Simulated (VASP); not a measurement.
## KF: single point with PBE

KF:

```
K F
1.0
     3.65993    0.01885    0.00000
    -1.81364    3.16017    0.00000
     0.00000    0.00000    6.47881
K F
2 2
Direct
  0.00000 0.00000 0.00000
  0.00000 0.00000 0.50000
  0.33538 0.66664 0.25000
  0.66462 0.33336 0.75000
```

This cell differs from its parent crystal: shear xy strain +1.0%.

```json
{
 "Program": "VASP 6.6.1",
 "Task": "single point",
 "Functional": "PBE",
 "Potentials or basis": "VASP PAW PBE potentials, release 64 (K_sv, F)",
 "Cutoff": "520 eV",
 "k mesh": "12 × 12 × 4",
 "Occupations": "fermi-dirac, width 0.02 eV",
 "Spin": "no spin polarisation",
 "Dipole correction": "no",
 "Further INCAR settings": "ALGO = Normal; EDIFF = 1e-06; NBANDS = 24"
}
```

- Pressure: 2.1 GPa
- Band gap on the k mesh: 6.18 eV

Forces in eV/Å, atoms in the order of the input:
```
K    0.000  0.000  0.000
K    0.000  0.000  0.000
F    0.002  0.000  0.000
F   -0.002  0.000  0.000
```

Stress tensor (GPa, compression positive):
```
 1.97 -0.14  0.00
-0.14  1.98  0.00
 0.00  0.00  2.24
```

Levels at points of the mesh, in eV from the valence-band top:
```
           k point  band 14  band 15  band 16  band 17  band 18  band 19
(0.00, 0.00, 0.00)    -0.09    -0.01     0.00     6.18     9.05     9.41
(0.50, 0.00, 0.00)    -0.26    -0.15    -0.06     8.22     9.75     9.86
(0.00, 0.50, 0.00)    -0.26    -0.15    -0.06     8.22     9.77     9.86
(0.50, 0.50, 0.00)    -0.26    -0.14    -0.07     8.22     9.79     9.86
(0.00, 0.00, 0.50)    -0.16    -0.15    -0.15     7.50     7.50    10.16
(0.50, 0.00, 0.50)    -0.31    -0.20    -0.20     8.85     8.85    10.53
(0.00, 0.50, 0.50)    -0.31    -0.21    -0.21     8.86     8.86    10.54
(0.50, 0.50, 0.50)    -0.31    -0.22    -0.22     8.87     8.87    10.55
```

It took 8.3 min on 1 thread of Intel Xeon 8259CL, with other jobs on the host, peak memory 0.42 GiB.

Caveat: the cell differs from its parent crystal (shear xy strain +1.0%). A k mesh can miss the band edges.
